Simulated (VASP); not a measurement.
Runs of VASP 6.6.1 on SnO. The structure is that of space group P6_3/mmc (No. 194), or close to it. The cells are those of the table. 

| task | cell | k mesh | cutoff (eV) | gap on the mesh (eV) | pressure (GPa) | relaxed volume (Å³/atom) |
| --- | --- | --- | --- | --- | --- | --- |
| relaxation of cell and atoms | relaxed from a = 3.470, b = 3.470, c = 6.440 Å, angles 90.0, 90.0, 120.0°, 4 atoms | 18 × 18 × 8 | 600 | none | 0.0 | (a) |
| single point | a = 3.470, b = 3.470, c = 6.440 Å, angles 90.0, 90.0, 120.0°, 4 atoms | 6 × 6 × 4 | 520 | none | 0.0 | - |
| single point | a = 3.493, b = 3.493, c = 5.756 Å, angles 90.0, 90.0, 120.0°, 4 atoms | 6 × 6 × 4 | 520 | none | 14.4 | - |
| relaxation of cell and atoms | relaxed from a = 3.493, b = 3.493, c = 5.756 Å, angles 90.0, 90.0, 120.0°, 4 atoms | 6 × 6 × 4 | 600 | none | -0.1 | 16.84 |
| single point | a = 3.469, b = 3.469, c = 6.438 Å, angles 90.0, 90.0, 120.0°, 4 atoms | 18 × 18 × 8 | 520 | none | 0.0 | - |

Alike in all rows: level PBE; potentials or basis VASP PAW PBE potentials, release 64 (Sn_d, O); no spin polarisation; smearing gaussian 0.1 eV.

Q: Estimate the missing entries.

A: (a) 16.76.

Caveats: spin-orbit coupling is left out, which moves the levels of the heavy elements.

A k mesh can miss the band edges, and the runs leave out spin-orbit coupling on Sn.

A gap of «none» marks levels without a gap at the run's occupations.
